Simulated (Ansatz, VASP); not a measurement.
# KCl: VASP beside Ansatz

File INCAR:

```
SYSTEM = KCl
PREC     = Accurate       ! precision mode
ENCUT    = 520            ! plane-wave cutoff, eV
EDIFF    = 1E-6           ! SCF threshold, eV
ISMEAR   = -1             ! smearing method
SIGMA    = 0.03           ! smearing width, eV
LREAL    = .FALSE.        ! projectors in reciprocal space
LASPH    = .TRUE.         ! aspherical terms in the spheres
NELM     = 80             ! most SCF steps
ALGO     = Normal         ! electronic algorithm
ISIF     = 2              ! what is computed and relaxed
LWAVE    = .FALSE.        ! write WAVECAR
LCHARG   = .FALSE.        ! write CHGCAR
GGA      = PS             ! functional
NBANDS   = 15             ! bands
```

Contents of KPOINTS:

```
regular mesh
0
G
  7 7 7
  0 0 0
```

File POSCAR:

```
KCl
1.0
    0.0000000000      3.1770019336      3.1770019336
    3.1770019336      0.0000000000      3.1770019336
    3.1770019336      3.1770019336      0.0000000000
K Cl
1 1
Direct
    0.0000000000      0.0000000000      0.0000000000
    0.5000000000      0.5000000000      0.5000000000
```

Input for Ansatz:

```yaml
crystal:
  lattice:
    - [0.0, 3.1770019336, 3.1770019336]
    - [3.1770019336, 0.0, 3.1770019336]
    - [3.1770019336, 3.1770019336, 0.0]
  atoms:
    - { symbol: K, position: [0.0, 0.0, 0.0] }
    - { symbol: Cl, position: [0.5, 0.5, 0.5] }
kpoints:
  mp_grid: { grid: [7, 7, 7] }
  band_path:
    path:
      - [0.0, 0.0, 0.0]
      - [0.5, 0.0, 0.5]
      - [0.625, 0.25, 0.625]
      - [0.375, 0.375, 0.75]
      - [0.0, 0.0, 0.0]
      - [0.5, 0.5, 0.5]
      - [0.5, 0.25, 0.75]
      - [0.5, 0.0, 0.5]
    npoints: 5
scf:
  occupations: { method: fermi_dirac, width: 0.03 }
hamiltonian:
  xc: pbesol
  pseudopotentials: { kind: all_electron, lapw: { basis_error: 0.0005 } }
output:
  forces: true
  stress: true
  eigenvalues: true
```

Change from the starting cell: volume scaled by 1.02.

Alike in both runs: task single point; functional PBEsol; k mesh 7 × 7 × 7; occupations fermi-dirac, width 0.03 eV; no spin polarisation.

|  | VASP | Ansatz |
| --- | --- | --- |
| version | VASP 6.6.1 | Ansatz 0.2.0 |
| potentials or method | VASP PAW PBE potentials, release 64 (K_sv, Cl), cutoff 520 eV | all-electron LAPW, scalar-relativistic |

```tsv
	VASP	Ansatz	Ansatz less VASP
gap on the k mesh at the Fermi level (eV)	4.93	4.94	+0.004
pressure (GPa)	-0.8	-0.9	-0.03
```

VASP's potentials were made for PBE, not for PBEsol. Ansatz ran all-electron here, and VASP with PAW potentials.
